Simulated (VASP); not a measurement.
# KCl (Pm-3m) in VASP: further runs

Runs on KCl. Level: PBE. Tasks: single point.

Everything below comes from runs of VASP 6.6.1. Logs are shortened: lines on timing, memory, paths and dates and some standing lists are left out, and cuts for length are marked.

## (1) The cell of the first run

The structure is cubic, space group Pm-3m (No. 221). The conventional cell has a = 3.839 Å, b = 3.839 Å, c = 3.839 Å, α = 90.00°, β = 90.00°, γ = 90.00°. K (site symmetry m-3m) has 8 Cl at 3.32 Å and 6 K at 3.84 Å within 4.4 Å. Cl (site symmetry m-3m) has 8 K at 3.32 Å and 6 Cl at 3.84 Å within 4.4 Å.

## (2) Single point, PBE

INCAR

```
PREC = Accurate ; ENCUT = 520
EDIFF = 1E-7 ; ISMEAR = 0
SIGMA = 0.05 ; LREAL = F
LASPH = T ; NELM = 100
ALGO = Normal ; ISIF = 2
LWAVE = F ; LCHARG = F
GGA = PE ; NBANDS = 15
```

KPOINTS

```
Automatic mesh
0
Gamma
  8 8 8
```

POSCAR

```
KCl
1.0
    3.8391960000      0.0000000000      0.0000000000
    0.0000000000      3.8391960000      0.0000000000
    0.0000000000      0.0000000000      3.8391960000
K Cl
1 1
Direct
    0.0000000000      0.0000000000      0.0000000000
    0.5000000000      0.5000000000      0.5000000000
```

Potentials or basis: VASP PAW PBE potentials, release 64 (K_sv, Cl).

On the command line:

```
$ cat potpaw_PBE.64/K_sv/POTCAR potpaw_PBE.64/Cl/POTCAR > POTCAR
$ mpirun -np 1 vasp_std > vasp.out
```

OUTCAR:

```text
PREC = Accurate
   ENCUT = 520
   EDIFF = 1E-7
   ISMEAR = 0
   LREAL = F
   LASPH = T
   NELM = 100
   ISIF = 2
   GGA = PE

 ion  position               nearest neighbor table
   1  0.000  0.000  0.000-
   2  0.500  0.500  0.500-

  LATTYP: Found a simple cubic cell.
 ALAT       =     3.8391960000

  Lattice vectors:

 A1 = (   3.8391960000,   0.0000000000,   0.0000000000)
 A2 = (   0.0000000000,   3.8391960000,   0.0000000000)
 A3 = (   0.0000000000,   0.0000000000,   3.8391960000)

Analysis of symmetry for initial positions (statically):
=====================================================================
 Subroutine PRICEL returns:
 Original cell was already a primitive cell.

 Routine SETGRP: Setting up the symmetry group for a
 simple cubic supercell.

 Subroutine GETGRP returns: Found 48 space group operations
 (whereof 48 operations were pure point group operations)
 out of a pool of 48 trial point group operations.

The static configuration has the point symmetry O_h .

Analysis of symmetry for dynamics (positions and initial velocities):
=====================================================================
 Subroutine PRICEL returns:
 Original cell was already a primitive cell.

 Routine SETGRP: Setting up the symmetry group for a
 simple cubic supercell.

 Subroutine GETGRP returns: Found 48 space group operations
 (whereof 48 operations were pure point group operations)
 out of a pool of 48 trial point group operations.

The dynamic configuration has the point symmetry O_h .

 Subroutine INISYM returns: Found 48 space group operations
 (whereof 48 operations are pure point group operations),
 and found     1 'primitive' translations

----------------------------------------------------------------------------------------

                                     Primitive cell

  volume of cell :      56.5875

  direct lattice vectors                    reciprocal lattice vectors
     3.839196000  0.000000000  0.000000000     0.260471203  0.000000000  0.000000000
     0.000000000  3.839196000  0.000000000     0.000000000  0.260471203  0.000000000
     0.000000000  0.000000000  3.839196000     0.000000000  0.000000000  0.260471203

  length of vectors
     3.839196000  3.839196000  3.839196000     0.260471203  0.260471203  0.260471203

  position of ions in fractional coordinates (direct lattice)
[... 8 lines left out ...]
----------------------------------------------------------------------------------------

 KPOINTS: Automatic mesh

Automatic generation of k-mesh.
 Grid dimensions read from file:
 generate k-points for:    8    8    8

 Generating k-lattice:

  Cartesian coordinates                     Fractional coordinates (reciprocal lattice)
     0.032558900  0.000000000  0.000000000     0.125000000  0.000000000  0.000000000
     0.000000000  0.032558900  0.000000000     0.000000000  0.125000000  0.000000000
     0.000000000  0.000000000  0.032558900     0.000000000  0.000000000  0.125000000

  Length of vectors
     0.032558900  0.032558900  0.032558900

  Shift w.r.t. Gamma in fractional coordinates (k-lattice)
     0.000000000  0.000000000  0.000000000

 Subroutine IBZKPT returns following result:
 ===========================================

 Found     35 irreducible k-points:

 Following reciprocal coordinates:
            Coordinates               Weight
  0.000000  0.000000  0.000000      1.000000
  0.125000  0.000000  0.000000      6.000000
  0.250000  0.000000  0.000000      6.000000
  0.375000  0.000000  0.000000      6.000000
  0.500000  0.000000  0.000000      3.000000
  0.125000  0.125000  0.000000     12.000000
[... 16 lines left out ...]
  0.375000  0.375000  0.125000     24.000000
  0.500000  0.375000  0.125000     24.000000
 [... further k-points ...]
   k-points           NKPTS =     35   k-points in BZ     NKDIM =     35   number of bands    NBANDS=     15
   number of dos      NEDOS =    301   number of ions     NIONS =      2
   total plane-waves  NPLWV =  27000
   dimension x,y,z NGX =    30 NGY =   30 NGZ =   30
   dimension x,y,z NGXF=    60 NGYF=   60 NGZF=   60
   ions per type =               1   1
   NGX,Y,Z   is equivalent  to a cutoff of  12.99, 12.99, 12.99 a.u.
   NGXF,Y,Z  is equivalent  to a cutoff of  25.98, 25.98, 25.98 a.u.
 SYSTEM =  unknown system
   PREC   = accura    normal or accurate (medium, high low for compatibility)
   ISTART =      0    job   : 0-new  1-cont  2-samecut
   ICHARG =      2    charge: 1-file 2-atom 10-const
   ISPIN  =      1    spin polarized calculation?
   LNONCOLLINEAR =      F non collinear calculations
   LSORBIT =      F    spin-orbit coupling
   LASPH  =      T    aspherical Exc in radial PAW
   ENCUT  =  520.0 eV  38.22 Ry    6.18 a.u.   7.14  7.14  7.14*2*pi/ulx,y,z
   NELM   =    100;   NELMIN=  2; NELMDL= -5     # of ELM steps
   EDIFF  = 0.1E-06   stopping-criterion for ELM
   LREAL  =      F    real-space projection
   EDIFFG = 0.1E-05   stopping-criterion for IOM
   NSW    =      0    number of steps for IOM
   IBRION =     -1    ionic relax: 0-MD 1-quasi-New 2-CG
   NFREE  =      0    steps in history (QN), initial steepest desc. (CG)
   ISIF   =      2    stress and relaxation
   ISYM   =      2    0-nonsym 1-usesym 2-fastsym
   POTIM  = 0.5000    time-step for ionic-motion
   TEBEG  =    0.0;   TEEND  =   0.0 temperature during run
   PSTRESS=    0.0 pullay stress
   NELECT =      16.0000    total number of electrons
   NUPDOWN=      -1.0000    fix difference up-down
   EMIN   =  10.00;   EMAX   =-10.00  energy-range for DOS
   EFERMI =   0.00;   METHOD = LEGACY
   ISMEAR =     0;   SIGMA  =   0.05  broadening in eV -4-tet -1-fermi 0-gaus
   EFERMI_NEDOS =   21; number of points for ismear=-14 and -15
   IALGO  =     38    algorithm
   IMIX   =      4    mixing-type and parameters
     AMIX     =   0.40;   BMIX     =  1.00
     AMIX_MAG =   1.60;   BMIX_MAG =  1.00
  volume/ion in A,a.u.               =      28.29       190.94
  Fermi-wavevector in a.u.,A,eV,Ry     =   1.074504  2.030517 15.708715  1.154558
  Thomas-Fermi vector in A             =   2.210334
   LORBIT       =      0    0 simple, 1 ext, 2 COOP (PROOUT), +10 PAW based schemes
   GGA     = PE    functional components
   LHFCALC =     F    Hartree Fock is set to
   AEXX    =    0.0000 exact exchange contribution
   IVDW    =     0    specifies the selected vdW correction
   LEPSILON=     F    determine dielectric tensor
   LRPA    =     F    only Hartree local field effects (RPA)
 non-spin polarized calculation
 Gauss-broadening in eV      SIGMA  =   0.05
  energy-cutoff  :      520.00
  volume of cell :       56.59
 maximum number of plane-waves:      1568
 NGX is ok and might be reduce to    30
   NGX = 15   NGY = 15   NGZ = 15

 number of electron      16.0000007 magnetization

 Free energy of the ion-electron system (eV)
  ---------------------------------------------------
  ext. energy  EPLUGINS =         0.00000000
  ---------------------------------------------------
  free energy    TOTEN  =        -6.65534040 eV

  energy without entropy =       -6.65534040  energy(sigma->0) =       -6.65534040

 E-fermi :  -0.5480     XC(G=0):  -8.0714

 val. band max:       -0.8328455830   @ k =   0.5000   0.5000   0.0000
 cond. band min:       3.9636000239   @ k =   0.0000   0.0000   0.0000
 fundamental gap:      4.7964456070
 Fermi energy:        -0.5479997354

 k-point     1 :       0.0000    0.0000    0.0000
  band No.  band energies     occupation
      1     -28.8965      2.00000
      2     -13.3994      2.00000
      3     -12.2829      2.00000
      4     -12.2829      2.00000
      5     -12.2829      2.00000
      6      -1.0359      2.00000
      7      -1.0359      2.00000
      8      -1.0359      2.00000
      9       3.9636      0.00000
     10       5.7361      0.00000
     11       5.7361      0.00000
     12       9.8062      0.00000
     13       9.8062      0.00000
     14       9.8062      0.00000
     15      12.7848      0.00000

 k-point     2 :       0.1250    0.0000    0.0000
  band No.  band energies     occupation
      1     -28.8938      2.00000
      2     -13.4249      2.00000
      3     -12.2786      2.00000
      4     -12.2786      2.00000
      5     -12.2628      2.00000
      6      -1.3252      2.00000
      7      -1.0366      2.00000
      8      -1.0366      2.00000
      9       4.3259      0.00000
     10       5.8627      0.00000
     11       6.0463      0.00000
     12       9.7442      0.00000
     13       9.7442      0.00000
     14       9.8790      0.00000
     15      12.1995      0.00000

 k-point     3 :       0.2500    0.0000    0.0000
  band No.  band energies     occupation
      1     -28.8871      2.00000
      2     -13.4873      2.00000
      3     -12.2679      2.00000
      4     -12.2679      2.00000
      5     -12.2112      2.00000
      6      -1.9124      2.00000
      7      -1.0388      2.00000
      8      -1.0388      2.00000
      9       5.1771      0.00000
     10       6.2267      0.00000
     11       6.7872      0.00000
     12       9.6430      0.00000
     13       9.6430      0.00000
     14      10.0713      0.00000
     15      11.0059      0.00000

 k-point     4 :       0.3750    0.0000    0.0000
  band No.  band energies     occupation
      1     -28.8803      2.00000
      2     -13.5503      2.00000
      3     -12.2572      2.00000
      4     -12.2572      2.00000
      5     -12.1557      2.00000
      6      -2.4030      2.00000
      7      -1.0415      2.00000
      8      -1.0415      2.00000
      9       6.1921      0.00000
     10       6.7464      0.00000
     11       7.3973      0.00000
     12       9.6228      0.00000
     13       9.6228      0.00000
     14       9.8582      0.00000
     15      10.2944      0.00000
[... 307 lines left out ...]
 k-point    22 :       0.5000    0.2500    0.1250
  band No.  band energies     occupation
      1     -28.8663      2.00000
      2     -13.3594      2.00000
      3     -12.3748      2.00000
      4     -12.2961      2.00000
      5     -12.2763      2.00000
      6      -2.2798      2.00000
      7      -1.5783      2.00000
      8      -1.1308      2.00000
      9       6.4269      0.00000
     10       7.0945      0.00000
     11       7.7654      0.00000
     12       8.6791      0.00000
     13       9.1010      0.00000
     14       9.3198      0.00000
     15      11.3575      0.00000

 k-point    23 :       0.3750    0.3750    0.1250
  band No.  band energies     occupation
      1     -28.8627      2.00000
      2     -13.2563      2.00000
      3     -12.4639      2.00000
      4     -12.3487      2.00000
      5     -12.2686      2.00000
      6      -2.0259      2.00000
      7      -1.9222      2.00000
      8      -1.1052      2.00000
      9       6.0170      0.00000
     10       6.9791      0.00000
     11       8.1730      0.00000
     12       8.3341      0.00000
     13       9.2064      0.00000
     14       9.4066      0.00000
     15      11.6149      0.00000

 k-point    24 :       0.5000    0.3750    0.1250
  band No.  band energies     occupation
      1     -28.8601      2.00000
      2     -13.2029      2.00000
      3     -12.4604      2.00000
      4     -12.4229      2.00000
      5     -12.2668      2.00000
      6      -2.1114      2.00000
      7      -1.9115      2.00000
      8      -1.0831      2.00000
      9       5.8446      0.00000
     10       6.9303      0.00000
     11       8.1027      0.00000
     12       8.2373      0.00000
     13       9.4696      0.00000
     14       9.9679      0.00000
     15      11.3672      0.00000

 [... further k-points ...]

------------------------ aborting loop because EDIFF is reached ----------------------------------------

  FORCE on cell =-STRESS in cart. coord.  units (eV):
  Direction    XX          YY          ZZ          XY          YZ          ZX
  --------------------------------------------------------------------------------------
  -------------------------------------------------------------------------------------
  Total       -0.0160719     -0.0160719     -0.0160719     -0.0000000     -0.0000000      0.0000000
  in kB       -0.4550472     -0.4550472     -0.4550472     -0.0000000     -0.0000000      0.0000000
  external PRESSURE =      -0.4550472 kB  Pullay stress =       0.0000000 kB

 VOLUME and BASIS-vectors are now :
 -----------------------------------------------------------------------------
  energy-cutoff  :      520.00
  volume of cell :       56.59
      direct lattice vectors                 reciprocal lattice vectors
     3.839196000  0.000000000  0.000000000     0.260471203  0.000000000  0.000000000
     0.000000000  3.839196000  0.000000000     0.000000000  0.260471203  0.000000000
     0.000000000  0.000000000  3.839196000     0.000000000  0.000000000  0.260471203

 POSITION                                       TOTAL-FORCE (eV/Angst)
 -----------------------------------------------------------------------------------
      0.00000      0.00000      0.00000         0.000000      0.000000      0.000000
      1.91960      1.91960      1.91960         0.000000      0.000000      0.000000
 -----------------------------------------------------------------------------------
    total drift:                                0.000000      0.000000     -0.000000

  FREE ENERGIE OF THE ION-ELECTRON SYSTEM (eV)
  ---------------------------------------------------
  free  energy   TOTEN  =        -6.6553403950 eV

  energy  without entropy=       -6.6553403950  energy(sigma->0) =       -6.65534040
```

Wall time 11 s (1 thread of Intel Xeon 6975P-C (Granite Rapids), shared host); peak memory 0.17 GiB.

What came out:

* Free energy: -6.6553 eV
* Pressure: 0.0 GPa
* Band gap on the k mesh: 4.80 eV, indirect (least direct gap 5.00 eV)

Levels at points of the mesh, in eV from the valence-band top:
| k point | band 6 | band 7 | band 8 | band 9 | band 10 | band 11 |
| --- | --- | --- | --- | --- | --- | --- |
| (0.00, 0.00, 0.00) | -0.20 | -0.20 | -0.20 | 4.80 | 6.57 | 6.57 |
| (0.50, 0.00, 0.00) | -1.75 | -0.21 | -0.21 | 7.70 | 7.91 | 8.24 |
| (0.50, 0.50, 0.00) | -1.19 | -1.19 | 0.00 | 6.19 | 7.28 | 8.94 |
| (0.50, 0.50, 0.50) | -1.31 | -1.31 | -1.31 | 8.81 | 8.81 | 8.81 |

## (3) Single point, PBE

This run uses another cell than the first one, of 31.69 Å³/atom, 1.120 times its volume.

INCAR

```
SYSTEM = KCl
PREC = Accurate
ENCUT = 520
EDIFF = 1E-6
ISMEAR = 0
SIGMA = 0.05
LREAL = .FALSE.
LASPH = .TRUE.
NELM = 60
ALGO = Normal
ISIF = 2
LWAVE = .FALSE.
LCHARG = .FALSE.
GGA = PE
NBANDS = 15
```

KPOINTS

```
Automatic mesh
0
G
  8 8 8
  0 0 0
```

POSCAR

```
KCl
1.0
    3.9870005172      0.0000000000      0.0000000000
    0.0000000000      3.9870005172      0.0000000000
    0.0000000000      0.0000000000      3.9870005172
K Cl
1 1
Direct
    0.0000000000      0.0000000000      0.0000000000
    0.5000000000      0.5000000000      0.5000000000
```

Potentials or basis: VASP PAW PBE potentials, release 64 (K_sv, Cl).

On the command line:

```
$ cat potpaw_PBE.64/K_sv/POTCAR potpaw_PBE.64/Cl/POTCAR > POTCAR
$ mpirun -np 1 vasp_std > vasp.out
```

Run time: 11 s. Hardware: 1 thread of Intel Xeon 6975P-C (Granite Rapids), shared host; peak memory 0.18 GiB.

The run converged. Its results:

| Item | Value |
| --- | --- |
| Free energy | -6.6175 eV |
| Pressure | -1.7 GPa |
| Band gap on the k mesh | 4.37 eV, indirect (least direct gap 4.54 eV) |

Levels at points of the mesh, in eV from the valence-band top:
```csv
k point,band 4,band 5,band 6,band 7,band 8,band 9,band 10,band 11,band 12,band 13
"(0.00, 0.00, 0.00)",-11.69,-11.69,-0.18,-0.18,-0.18,4.37,6.62,6.62,10.31,10.31
"(0.50, 0.00, 0.00)",-11.67,-11.54,-1.48,-0.17,-0.17,7.17,7.61,7.80,10.06,10.07
"(0.50, 0.50, 0.00)",-11.84,-11.66,-1.02,-1.02,0.00,6.07,7.12,8.80,8.80,10.45
"(0.50, 0.50, 0.50)",-11.81,-11.81,-1.07,-1.07,-1.07,8.44,8.44,8.44,9.39,9.39
```

A k mesh can miss the band edges.
